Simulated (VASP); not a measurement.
# TiPt3 (Pm-3m) in VASP: further runs, part 2 of 2

VASP 6.6.1. The steps go on from the part before.

### Step 3. Relaxation of cell and atoms, PBEsol, target pressure -3 GPa, at which the enthalpy is minimised

This run uses another cell than the first one, of 15.25 Å³/atom.

INCAR

```
SYSTEM = TiPt3
PREC = Accurate
ENCUT = 600
EDIFF = 1E-6
ISMEAR = 0
SIGMA = 0.1
LREAL = .FALSE.
LASPH = .TRUE.
NELM = 60
ALGO = Fast
ISIF = 3
LWAVE = .FALSE.
LCHARG = .FALSE.
GGA = PS
IBRION = 2
NSW = 70
EDIFFG = -0.008
PSTRESS = -30.0
```

KPOINTS

```
Automatic mesh
0
G
  12 12 12
  0 0 0
```

POSCAR

```
TiPt3
1.0
    3.9362725112      0.0000000000      0.0000000000
    0.0000000000      3.9362725112      0.0000000000
    0.0000000000      0.0000000000      3.9362725112
Ti Pt
1 3
Direct
    0.0000000000      0.0000000000      0.0000000000
    0.0000000000      0.5000000000      0.5000000000
    0.5000000000      0.0000000000      0.5000000000
    0.5000000000      0.5000000000      0.0000000000
```

Potentials or basis: VASP PAW PBE potentials, release 64 (Ti_sv, Pt).

Command:

```console
$ cat potpaw_PBE.64/Ti_sv/POTCAR potpaw_PBE.64/Pt/POTCAR > POTCAR
$ mpirun -np 1 vasp_std > vasp.out
```

OUTCAR:

```text
SYSTEM = TiPt3
   PREC = Accurate
   ENCUT = 600
   EDIFF = 1E-6
   ISMEAR = 0
   LREAL = .FALSE.
   LASPH = .TRUE.
   NELM = 60
   ISIF = 3
   GGA = PS
   IBRION = 2
   NSW = 70
   EDIFFG = -0.008
   PSTRESS = -30.0

 ion  position               nearest neighbor table
   1  0.000  0.000  0.000-   2 2.78   3 2.78   4 2.78   2 2.78   3 2.78   2 2.78   4 2.78   2 2.78
                             3 2.78   4 2.78   3 2.78   4 2.78
   2  0.000  0.500  0.500-   1 2.78   3 2.78   4 2.78   1 2.78   4 2.78   1 2.78   3 2.78   1 2.78
                             3 2.78   4 2.78   4 2.78   3 2.78
   3  0.500  0.000  0.500-   1 2.78   2 2.78   4 2.78   1 2.78   4 2.78   2 2.78   4 2.78   4 2.78
                             1 2.78   2 2.78   1 2.78   2 2.78
   4  0.500  0.500  0.000-   1 2.78   2 2.78   3 2.78   2 2.78   3 2.78   1 2.78   3 2.78   3 2.78
                             1 2.78   2 2.78   2 2.78   1 2.78

  LATTYP: Found a simple cubic cell.
 ALAT       =     3.9362725112

  Lattice vectors:

 A1 = (   3.9362725112,   0.0000000000,   0.0000000000)
 A2 = (   0.0000000000,   3.9362725112,   0.0000000000)
 A3 = (   0.0000000000,   0.0000000000,   3.9362725112)

Analysis of symmetry for initial positions (statically):
=====================================================================
 Subroutine PRICEL returns:
 Original cell was already a primitive cell.

 Routine SETGRP: Setting up the symmetry group for a
 simple cubic supercell.

 Subroutine GETGRP returns: Found 48 space group operations
 (whereof 48 operations were pure point group operations)
 out of a pool of 48 trial point group operations.

The static configuration has the point symmetry O_h .

Analysis of symmetry for dynamics (positions and initial velocities):
=====================================================================
 Subroutine PRICEL returns:
 Original cell was already a primitive cell.

 Routine SETGRP: Setting up the symmetry group for a
 simple cubic supercell.

 Subroutine GETGRP returns: Found 48 space group operations
 (whereof 48 operations were pure point group operations)
 out of a pool of 48 trial point group operations.

The dynamic configuration has the point symmetry O_h .

 Subroutine INISYM returns: Found 48 space group operations
 (whereof 48 operations are pure point group operations),
 and found     1 'primitive' translations

----------------------------------------------------------------------------------------

                                     Primitive cell

  volume of cell :      60.9896

  direct lattice vectors                    reciprocal lattice vectors
     3.936272511  0.000000000  0.000000000     0.254047452  0.000000000  0.000000000
     0.000000000  3.936272511  0.000000000     0.000000000  0.254047452  0.000000000
     0.000000000  0.000000000  3.936272511     0.000000000  0.000000000  0.254047452

  length of vectors
     3.936272511  3.936272511  3.936272511     0.254047452  0.254047452  0.254047452

  position of ions in fractional coordinates (direct lattice)
     0.000000000  0.000000000  0.000000000
     0.000000000  0.500000000  0.500000000
     0.500000000  0.000000000  0.500000000
     0.500000000  0.500000000  0.000000000

  ion indices of the primitive-cell ions
   primitive index   ion index
                 1           1
[... 55 lines left out ...]
  0.416667  0.333333  0.000000     24.000000
 [... further k-points ...]
   k-points           NKPTS =     84   k-points in BZ     NKDIM =     84   number of bands    NBANDS=     25
   number of dos      NEDOS =    301   number of ions     NIONS =      4
   total plane-waves  NPLWV =  32768
   dimension x,y,z NGX =    32 NGY =   32 NGZ =   32
   dimension x,y,z NGXF=    64 NGYF=   64 NGZF=   64
   ions per type =               1   3
   NGX,Y,Z   is equivalent  to a cutoff of  13.51, 13.51, 13.51 a.u.
   NGXF,Y,Z  is equivalent  to a cutoff of  27.03, 27.03, 27.03 a.u.
 SYSTEM =  TiPt3
   PREC   = accura    normal or accurate (medium, high low for compatibility)
   ISTART =      0    job   : 0-new  1-cont  2-samecut
   ICHARG =      2    charge: 1-file 2-atom 10-const
   ISPIN  =      1    spin polarized calculation?
   LNONCOLLINEAR =      F non collinear calculations
   LSORBIT =      F    spin-orbit coupling
   LASPH  =      T    aspherical Exc in radial PAW
   ENCUT  =  600.0 eV  44.10 Ry    6.64 a.u.   7.86  7.86  7.86*2*pi/ulx,y,z
   NELM   =     60;   NELMIN=  2; NELMDL= -5     # of ELM steps
   EDIFF  = 0.1E-05   stopping-criterion for ELM
   LREAL  =      F    real-space projection
   EDIFFG = -.8E-02   stopping-criterion for IOM
   NSW    =     70    number of steps for IOM
   IBRION =      2    ionic relax: 0-MD 1-quasi-New 2-CG
   NFREE  =      1    steps in history (QN), initial steepest desc. (CG)
   ISIF   =      3    stress and relaxation
   ISYM   =      2    0-nonsym 1-usesym 2-fastsym
   POTIM  = 0.5000    time-step for ionic-motion
   TEBEG  =    0.0;   TEEND  =   0.0 temperature during run
   PSTRESS=  -30.0 pullay stress
   NELECT =      42.0000    total number of electrons
   NUPDOWN=      -1.0000    fix difference up-down
   EMIN   =  10.00;   EMAX   =-10.00  energy-range for DOS
   EFERMI =   0.00;   METHOD = LEGACY
   ISMEAR =     0;   SIGMA  =   0.10  broadening in eV -4-tet -1-fermi 0-gaus
   EFERMI_NEDOS =   21; number of points for ismear=-14 and -15
   IALGO  =     68    algorithm
   IMIX   =      4    mixing-type and parameters
     AMIX     =   0.40;   BMIX     =  1.00
     AMIX_MAG =   1.60;   BMIX_MAG =  1.00
  volume/ion in A,a.u.               =      15.25       102.89
  Fermi-wavevector in a.u.,A,eV,Ry     =   1.445682  2.731943 28.436128  2.089996
  Thomas-Fermi vector in A             =   2.563836
   LORBIT       =      0    0 simple, 1 ext, 2 COOP (PROOUT), +10 PAW based schemes
   GGA     = PS    functional components
   LHFCALC =     F    Hartree Fock is set to
   AEXX    =    0.0000 exact exchange contribution
   IVDW    =     0    specifies the selected vdW correction
   LEPSILON=     F    determine dielectric tensor
   LRPA    =     F    only Hartree local field effects (RPA)
 conjugate gradient relaxation of ions
 non-spin polarized calculation
 RMM-DIIS sequential band-by-band and
 Gauss-broadening in eV      SIGMA  =   0.10
  energy-cutoff  :      600.00
  volume of cell :       60.99
 maximum number of plane-waves:      2054
 NGX is ok and might be reduce to    32
   NGX = 15   NGY = 15   NGZ = 15

--------------------------------------- Ionic step        1  -------------------------------------------

 number of electron      41.9999988 magnetization

 Free energy of the ion-electron system (eV)
  ---------------------------------------------------
  ext. energy  EPLUGINS =         0.00000000
  ---------------------------------------------------
  free energy    TOTEN  =       -32.72167204 eV

  energy without entropy =      -32.71658270  energy(sigma->0) =      -32.71912737

------------------------ aborting loop because EDIFF is reached ----------------------------------------

  FORCE on cell =-STRESS in cart. coord.  units (eV):
  Direction    XX          YY          ZZ          XY          YZ          ZX
  --------------------------------------------------------------------------------------
  -------------------------------------------------------------------------------------
  Total       -2.7527373     -2.7527373     -2.7527373     -0.0000000      0.0000000     -0.0000000
  in kB      -72.3135832    -72.3135832    -72.3135832     -0.0000000      0.0000000     -0.0000000
  external PRESSURE =     -42.3135832 kB  Pullay stress =     -30.0000000 kB
[... 67 lines left out ...]
--------------------------------------- Ionic step        3  -------------------------------------------

 number of electron      41.9999993 magnetization

 Free energy of the ion-electron system (eV)
  ---------------------------------------------------
  ext. energy  EPLUGINS =         0.00000000
  ---------------------------------------------------
  free energy    TOTEN  =       -32.75533600 eV

  energy without entropy =      -32.75038887  energy(sigma->0) =      -32.75286244

 E-fermi :  11.4520     XC(G=0): -13.3494

 val. band max:       11.4052658606   @ k =   0.5000   0.0833   0.0000
 cond. band min:      11.4522489856   @ k =   0.4167   0.0833   0.0833
 fundamental gap:      0.0469831250
 Fermi energy:        11.4520194415

 k-point     1 :       0.0000    0.0000    0.0000
  band No.  band energies     occupation
      1     -46.5000      2.00000
      2     -22.8158      2.00000
      3     -22.8158      2.00000
      4     -22.8158      2.00000
      5       1.3141      2.00000
      6       4.1580      2.00000
[... 661 lines left out ...]
     24      12.1342      0.00000
     25      12.2114      0.00000

 [... further k-points ...]

------------------------ aborting loop because EDIFF is reached ----------------------------------------

  FORCE on cell =-STRESS in cart. coord.  units (eV):
  Direction    XX          YY          ZZ          XY          YZ          ZX
  --------------------------------------------------------------------------------------
  -------------------------------------------------------------------------------------
  Total       -1.1472303     -1.1472303     -1.1472303     -0.0000000      0.0000000     -0.0000000
  in kB      -30.6614378    -30.6614378    -30.6614378     -0.0000000      0.0000000     -0.0000000
  external PRESSURE =      -0.6614378 kB  Pullay stress =     -30.0000000 kB
[... 23 lines left out ...]
  energy  without entropy=      -32.7503888712  energy(sigma->0) =      -32.75286244

  enthalpy is  TOTEN    =       -33.8778178829 eV   P V=       -1.1224818827

 reached required accuracy - stopping structural energy minimisation
```

OSZICAR:

```text
N       E                     dE             d eps       ncg     rms          rms(c)
DAV:   1     0.409710266808E+03    0.40971E+03   -0.23369E+04  4200   0.202E+03
DAV:   2     0.464896728620E+00   -0.40925E+03   -0.40210E+03  4494   0.481E+02
DAV:   3    -0.351099495658E+02   -0.35575E+02   -0.34172E+02  6314   0.117E+02
[... 65 lines left out ...]
RMM:  15    -0.327553305391E+02   -0.30049E-05   -0.37034E-05  3871   0.208E-02    0.773E-03
RMM:  16    -0.327553329408E+02   -0.24017E-05   -0.30060E-05  3781   0.180E-02    0.478E-03
RMM:  17    -0.327553341430E+02   -0.12022E-05   -0.16714E-05  3657   0.156E-02    0.218E-03
RMM:  18    -0.327553353860E+02   -0.12431E-05   -0.15748E-05  3729   0.147E-02    0.220E-03
RMM:  19    -0.327553360001E+02   -0.61407E-06   -0.82106E-06  2853   0.112E-02
   3 F= -.33877818E+02 E0= -.33875344E+02  d E =-.141457E-01
```

CONTCAR:

```text
TiPt3
   1.00000000000000
     3.9137182363459977    0.0000000000000000   -0.0000000000000000
    -0.0000000000000000    3.9137182363459977   -0.0000000000000000
     0.0000000000000000    0.0000000000000000    3.9137182363459977
  Ti              Pt
     1     3
Direct
     0.0000000000000000    0.0000000000000000    0.0000000000000000
     0.0000000000000000    0.5000000000000000    0.5000000000000000
     0.5000000000000000    0.0000000000000000    0.5000000000000000
     0.5000000000000000    0.5000000000000000    0.0000000000000000

  0.00000000E+00  0.00000000E+00  0.00000000E+00
  0.00000000E+00  0.00000000E+00  0.00000000E+00
  0.00000000E+00  0.00000000E+00  0.00000000E+00
  0.00000000E+00  0.00000000E+00  0.00000000E+00
```

Run time: 3.8 min. Hardware: 1 thread of Intel Xeon 6975P-C (Granite Rapids), shared host; peak memory 0.3 GiB.

Results:

| Item | Value |
| --- | --- |
| Free energy | -32.7553 eV |
| Relaxed volume | 14.99 Å³/atom |
| Relaxed cell | a = 3.914 Å, b = 3.914 Å, c = 3.914 Å, α = 90.00°, β = 90.00°, γ = 90.00° |
| Space group after relaxing (to 0.1 Å) | Pm-3m (No. 221) |
| Energy change on relaxing (the run minimises the enthalpy) | -8.4 meV/atom |
| Ionic steps | 3 |
| Pressure after relaxing | -3.1 GPa |
| Band gap on the k mesh | zero (bands 21 and 22 overlap by 1.82 eV) |

The path:
| step | energy change (eV) | largest force (eV/Å) | pressure (GPa) | volume (Å³) |
| --- | --- | --- | --- | --- |
| 1 | 0.0000 | 0.0000 | -7.23 | 60.99 |
| 2 | 0.0049 | 0.0000 | 8.61 | 57.50 |
| 3 | -0.0337 | 0.0000 | -3.07 | 59.95 |

Final structure:
```
Ti Pt
1.0
     3.91372    0.00000    0.00000
     0.00000    3.91372    0.00000
     0.00000    0.00000    3.91372
Ti Pt
1 3
Direct
  0.00000 0.00000 0.00000
  0.00000 0.50000 0.50000
  0.50000 0.00000 0.50000
  0.50000 0.50000 0.00000
```

Caveat: the cell is relaxed towards a set pressure, so the run minimises the enthalpy, not the energy; the PAW data sets were made with another functional, which shifts forces and pressure a little; spin-orbit coupling is left out, which moves the levels of the heavy elements.

### Step 4. Single point, PBEsol (13.93 Å³/atom)

This run uses another cell than the first one, of 13.93 Å³/atom.

INCAR

```
SYSTEM = TiPt3
PREC = Accurate
ENCUT = 550
EDIFF = 1E-6
ISMEAR = 0
SIGMA = 0.1
LREAL = .FALSE.
LASPH = .TRUE.
NELM = 300
ALGO = All
ISIF = 2
LWAVE = .FALSE.
LCHARG = .FALSE.
GGA = PS
NBANDS = 29
GGA_COMPAT = .FALSE.
ISEARCH = 1
KPAR = 4
```

KPOINTS is that of step 3.

POSCAR

```
TiPt3
1.0
    3.8197527422      0.0000000000      0.0000000000
    0.0000000000      3.8197527422      0.0000000000
    0.0000000000      0.0000000000      3.8197527422
Ti Pt
1 3
Direct
    0.0000000000      0.0000000000      0.0000000000
    0.0000000000      0.5000000000      0.5000000000
    0.5000000000      0.0000000000      0.5000000000
    0.5000000000      0.5000000000      0.0000000000
```

Command:

```console
$ cat potpaw_PBE.64/Ti_sv/POTCAR potpaw_PBE.64/Pt/POTCAR > POTCAR
$ mpirun -np 4 vasp_std > vasp.out
```

Run time: 44 s. Hardware: 4 MPI ranks of Intel Xeon Platinum 8375C at 2.90GHz (Ice Lake), shared host; peak memory 0.38 GiB.

Results (log left out):

```
Free energy            : -32.5643 eV
Pressure               : 19.0 GPa
Band gap on the k mesh : zero (bands 21 and 22 overlap by 1.97 eV)
```

Levels at points of the mesh, in eV from the Fermi level:
```csv
k point,band 17,band 18,band 19,band 20,band 21,band 22,band 23,band 24,band 25,band 26
"(0.00, 0.00, 0.00)",-0.49,0.12,0.12,0.12,1.54,1.54,1.54,1.55,1.55,2.26
"(0.50, 0.00, 0.00)",-2.89,-2.89,-2.83,-1.45,-0.25,-0.25,0.13,0.46,0.84,2.23
"(0.50, 0.50, 0.00)",-3.40,-3.40,-2.74,-2.47,-2.46,0.22,0.22,0.36,1.69,1.69
"(0.50, 0.50, 0.50)",-1.27,-0.84,-0.84,-0.84,-0.43,-0.43,-0.43,1.36,1.36,1.36
```

Caveat: the cell stands under pressure; the PAW data sets were made with another functional, which shifts forces and pressure a little; spin-orbit coupling is left out, which moves the levels of the heavy elements.

### Step 5. Overview

| task | cell | cutoff (eV) | second try | gap on the mesh (eV) | pressure (GPa) |
| --- | --- | --- | --- | --- | --- |
| relaxation of cell and atoms | relaxed to 8 GPa from a = 3.862 Å, 4 atoms | 600 | - | none | 8.0 |
| relaxation of cell and atoms | relaxed to -3 GPa from a = 3.936 Å, 4 atoms | 600 | - | none | -3.1 |
| single point | a = 3.820 Å, 4 atoms | 550 | not_converged | none | 19.0 |

Alike in all rows: level PBEsol; potentials or basis VASP PAW PBE potentials, release 64 (Ti_sv, Pt); no spin polarisation; k mesh 12 × 12 × 12; smearing gaussian 0.1 eV.

Caveats: the PAW data sets were made with another functional, which shifts forces and pressure a little; spin-orbit coupling is left out, which moves the levels of the heavy elements; the cell is relaxed towards a set pressure, so the run minimises the enthalpy, not the energy (at least some runs); the relaxation stopped at its first step, so nothing moved (at least some runs); the cell stands under pressure (at least some runs).

Total energies depend on the potentials used, so only differences within one code and one set of settings carry meaning.

The gap in the log of VASP goes by the Fermi energy; the results here count the filled bands.